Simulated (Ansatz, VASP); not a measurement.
Two plane-wave programs on CrO2

Contents of INCAR:

```
SYSTEM = CrO2
PREC = Accurate
ENCUT = 520
EDIFF = 1E-6
ISMEAR = 0
SIGMA = 0.05
LREAL = .FALSE.
LASPH = .TRUE.
NELM = 150
ALGO = Normal
ISIF = 2
LWAVE = .FALSE.
LCHARG = .TRUE.
ISPIN = 2
MAGMOM = 1.93 1.93 0 0 0 0
LORBIT = 11
LMAXMIX = 4
GGA = PE
LELF = .TRUE.
LVHAR = .TRUE.
NBANDS = 37
```

The input KPOINTS:

```
regular mesh
0
G
  6 6 10
  0 0 0
```

Contents of POSCAR:

```
CrO2
1.0
    4.4439090495      0.0000000000      0.0000000000
    0.0000000000      4.4439090495      0.0000000000
    0.0000000000      0.0000000000      2.9217460473
Cr O
2 4
Direct
    0.0000000000      0.0000000000      0.0000000000
    0.5000000000      0.5000000000      0.5000000000
    0.3036626110      0.3036626110      0.0000000000
    0.1963373890      0.8036626110      0.5000000000
    0.6963373890      0.6963373890      0.0000000000
    0.8036626110      0.1963373890      0.5000000000
```

Input for Ansatz:

```yaml
crystal:
  lattice:
    - [4.4439090495, 0.0, 0.0]
    - [0.0, 4.4439090495, 0.0]
    - [0.0, 0.0, 2.9217460473]
  atoms:
    - { symbol: Cr, position: [0.0, 0.0, 0.0], spin: 1.93 }
    - { symbol: Cr, position: [0.5, 0.5, 0.5], spin: 1.93 }
    - { symbol: O, position: [0.303662611, 0.303662611, 0.0] }
    - { symbol: O, position: [0.196337389, 0.803662611, 0.5] }
    - { symbol: O, position: [0.696337389, 0.696337389, 0.0] }
    - { symbol: O, position: [0.803662611, 0.196337389, 0.5] }
basis:
  ecutwfc: 420
  ecutrho_ratio: 4
kpoints:
  mp_grid: { grid: [6, 6, 10] }
  band_path:
    path:
      - [[0.0, 0.0, 0.0], [0.0, 0.5, 0.0], [0.5, 0.5, 0.0], [0.0, 0.0, 0.0], [0.0, 0.0, 0.5], [0.0, 0.5, 0.5], [0.5, 0.5, 0.5], [0.0, 0.0, 0.5]]
      - [[0.0, 0.5, 0.0], [0.0, 0.5, 0.5]]
      - [[0.5, 0.5, 0.0], [0.5, 0.5, 0.5]]
    npoints: 14
hamiltonian:
  xc: pbe
scf:
  occupations: { method: gaussian, width: 0.05 }
  lower_state_search: "off"
  n_extra_bands: 21
output:
  forces: true
  stress: true
  eigenvalues: true
  populations: true
  dos: { projected: true, de: 0.02, nscf_kmesh: { grid: [9, 9, 15] } }
  bader: true
magnetization:
  spin_polarized: true
checkpoint:
  read: start.run
  write: ck
  compress: false
  write_wavefunctions: false
  write_every: 100000
```

Alike in both runs: task single point; functional PBE; k mesh 6 × 6 × 10; occupations gaussian, width 0.05 eV; collinear spin.

|  | VASP | Ansatz |
| --- | --- | --- |
| version | VASP 6.6.1 | Ansatz 0.2.0 |
| potentials or method | VASP PAW PBE potentials, release 64 (Cr_pv, O), cutoff 520 eV | scalar-relativistic, plane waves, PAW |
| valence electrons in the cell | 48 | 52 |

```tsv
	VASP	Ansatz	Ansatz less VASP
gap on the k mesh at the Fermi level (eV)	none	none	-
pressure (GPa)	0.6	0.0	-0.60
traceless stress, the component that is largest in VASP (GPa)	0.18	0.00	-0.186
rms of the force components (eV/Å)	0.010	0.000	-0.0099
net moment per atom (μB)	0.67	0.67	0.000
size of the moment on the site where the two differ most (μB)	2.11	1.75	-0.356
```

Site moments also hang on the region over which each program counts them. Atom by atom the forces differ by 0.010 eV/Å (rms over components). A gap of «none» marks a metal or a gap that the smearing closes. VASP's potentials hold 48 valence electrons a cell and Ansatz's 52, so a difference there can come from the potentials and not from the codes. Ansatz's warnings: stability check not made.
